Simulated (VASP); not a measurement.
Write the native input for VASP 6.6.1 that does the following.

- Task: single point
- Functional: PBE
- Potentials or basis: VASP PAW PBE potentials, release 64 (Eu, Sb)
- Cutoff: 520 eV
- k mesh: 8 × 8 × 6
- Occupations: gaussian, width 0.05 eV
- Spin: collinear spin, ferromagnetic start
- Starting moments: [0.5, 0.5, 0.0, 0.0] μB
- Dipole correction: no
- Further INCAR settings: ALGO = Normal; EDIFF = 1e-06; NBANDS = 34

The structure of EuSb lies in POSCAR:

```
EuSb
1.0
    4.9083820416      0.0000000000      0.0000000000
   -2.4541910208      4.2507835395      0.0000000000
    0.0000000000      0.0000000000      6.6225054227
Eu Sb
2 2
Direct
    0.3333333333      0.6666666667      0.2500000000
    0.6666666667      0.3333333333      0.7500000000
    0.0000000000      0.0000000000      0.0000000000
    0.0000000000      0.0000000000      0.5000000000
```

The input as run:

INCAR

```
SYSTEM = EuSb
PREC = Accurate
ENCUT = 520
EDIFF = 1E-6
ISMEAR = 0
SIGMA = 0.05
LREAL = .FALSE.
LASPH = .TRUE.
NELM = 150
ALGO = Normal
ISIF = 2
LWAVE = .FALSE.
LCHARG = .FALSE.
ISPIN = 2
MAGMOM = 0.5 0.5 0 0
LORBIT = 11
LMAXMIX = 6
GGA = PE
NBANDS = 34
```

KPOINTS

```
Automatic mesh
0
G
  8 8 6
  0 0 0
```

Potentials or basis: VASP PAW PBE potentials, release 64 (Eu, Sb).

The run is started by

```bash
$ cat potpaw_PBE.64/Eu/POTCAR potpaw_PBE.64/Sb/POTCAR > POTCAR
$ mpirun -np 1 vasp_std > vasp.out
```

It gave:

* Pressure: -0.2 GPa
* Net moment: 13.67 μB per cell
* Site moments: Eu +6.53; Sb -0.05 μB
* Valence electrons inside the program's atomic spheres: Eu 14.72; Sb 2.50

It took 29 min on 1 thread of Intel Xeon 8259CL (shared host), peak memory 0.54 GiB.
